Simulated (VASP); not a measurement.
A run of VASP 6.6.1:

The input INCAR:

```
PREC = Accurate ; ENCUT = 520
EDIFF = 1E-6 ; ISMEAR = -1
SIGMA = 0.05 ; LREAL = Auto
LASPH = T ; NELM = 80
ALGO = Normal ; ISIF = 2
LWAVE = F ; LCHARG = F
GGA = PS ; NBANDS = 326
```

KPOINTS

```
Automatic mesh
0
Gamma
  1 1 1
```

File POSCAR:

```
ZnSe
1.0
   11.2667460000      0.0000000000      0.0000000000
    0.0000000000     11.2667460000      0.0000000000
    0.0000000000      0.0000000000     11.2667460000
Zn Se
32 32
Direct
    0.0000000000      0.0000000000      0.0000000000
    0.0000000000      0.0000000000      0.5000000000
    0.0000000000      0.5000000000      0.0000000000
    0.0000000000      0.5000000000      0.5000000000
    0.5000000000      0.0000000000      0.0000000000
    0.5000000000      0.0000000000      0.5000000000
    0.5000000000      0.5000000000      0.0000000000
    0.5000000000      0.5000000000      0.5000000000
    0.2500000000      0.2500000000      0.0000000000
    0.2500000000      0.2500000000      0.5000000000
    0.2500000000      0.7500000000      0.0000000000
    0.2500000000      0.7500000000      0.5000000000
    0.7500000000      0.2500000000      0.0000000000
    0.7500000000      0.2500000000      0.5000000000
    0.7500000000      0.7500000000      0.0000000000
    0.7500000000      0.7500000000      0.5000000000
    0.2500000000      0.0000000000      0.2500000000
    0.2500000000      0.0000000000      0.7500000000
    0.2500000000      0.5000000000      0.2500000000
    0.2500000000      0.5000000000      0.7500000000
    0.7500000000      0.0000000000      0.2500000000
    0.7500000000      0.0000000000      0.7500000000
    0.7500000000      0.5000000000      0.2500000000
    0.7500000000      0.5000000000      0.7500000000
    0.0000000000      0.2500000000      0.2500000000
    0.0000000000      0.2500000000      0.7500000000
    0.0000000000      0.7500000000      0.2500000000
    0.0000000000      0.7500000000      0.7500000000
    0.5000000000      0.2500000000      0.2500000000
    0.5000000000      0.2500000000      0.7500000000
    0.5000000000      0.7500000000      0.2500000000
    0.5000000000      0.7500000000      0.7500000000
    0.1250000000      0.1250000000      0.1250000000
    0.1250000000      0.1250000000      0.6250000000
    0.1250000000      0.6250000000      0.1250000000
    0.1250000000      0.6250000000      0.6250000000
    0.6250000000      0.1250000000      0.1250000000
    0.6250000000      0.1250000000      0.6250000000
    0.6250000000      0.6250000000      0.1250000000
    0.6250000000      0.6250000000      0.6250000000
    0.3750000000      0.3750000000      0.1250000000
    0.3750000000      0.3750000000      0.6250000000
    0.3750000000      0.8750000000      0.1250000000
    0.3750000000      0.8750000000      0.6250000000
    0.8750000000      0.3750000000      0.1250000000
    0.8750000000      0.3750000000      0.6250000000
    0.8750000000      0.8750000000      0.1250000000
    0.8750000000      0.8750000000      0.6250000000
    0.3750000000      0.1250000000      0.3750000000
    0.3750000000      0.1250000000      0.8750000000
    0.3750000000      0.6250000000      0.3750000000
    0.3750000000      0.6250000000      0.8750000000
    0.8750000000      0.1250000000      0.3750000000
    0.8750000000      0.1250000000      0.8750000000
    0.8750000000      0.6250000000      0.3750000000
    0.8750000000      0.6250000000      0.8750000000
    0.1250000000      0.3750000000      0.3750000000
    0.1250000000      0.3750000000      0.8750000000
    0.1250000000      0.8750000000      0.3750000000
    0.1250000000      0.8750000000      0.8750000000
    0.6250000000      0.3750000000      0.3750000000
    0.6250000000      0.3750000000      0.8750000000
    0.6250000000      0.8750000000      0.3750000000
    0.6250000000      0.8750000000      0.8750000000
```

Potentials or basis: VASP PAW PBE potentials, release 64 (Zn, Se).

Run with:

```sh
$ cat potpaw_PBE.64/Zn/POTCAR potpaw_PBE.64/Se/POTCAR > POTCAR
$ mpirun -np 1 vasp_gam > vasp.out
```

Hardware: 1 thread of Intel Xeon 8259CL (shared host).

How long does it take, and how much memory?

Wall time 23 min on 1 thread of Intel Xeon 8259CL, on a shared host, peak memory 1.1 GiB. Counts: scf iterations 16, k points 1.
